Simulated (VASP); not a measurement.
BN:

```
B N
1.0
     0.00000    1.81300    1.81300
     1.81300    0.00000    1.81300
     1.81300    1.81300    0.00000
B N
1 1
Direct
  0.00000 0.00000 0.00000
  0.75000 0.75000 0.75000
```

Base run:

- Program: VASP 6.6.1
- Functional: PBEsol
- Potentials or basis: VASP PAW PBE potentials, release 64 (B, N)
- Cutoff: 600 eV
- k mesh: 12 × 12 × 12
- Occupations: fermi-dirac, width 0.25852 eV
- Spin: no spin polarisation

Its results: band gap on the k mesh 4.27 eV, indirect (least direct gap 8.72 eV); pressure -6.0 GPa.

Question: The run is repeated on the same cell with these changes: functional from PBEsol to BLYP; occupations from fermi-dirac, width 0.25852 eV to tetrahedron. What comes out?

Answer: Band gap on the k mesh 4.87 eV, indirect (least direct gap 8.89 eV); pressure 6.0 GPa.

Caveats: the PAW data sets were made with another functional, which shifts forces and pressure a little.

A k mesh can miss the band edges.
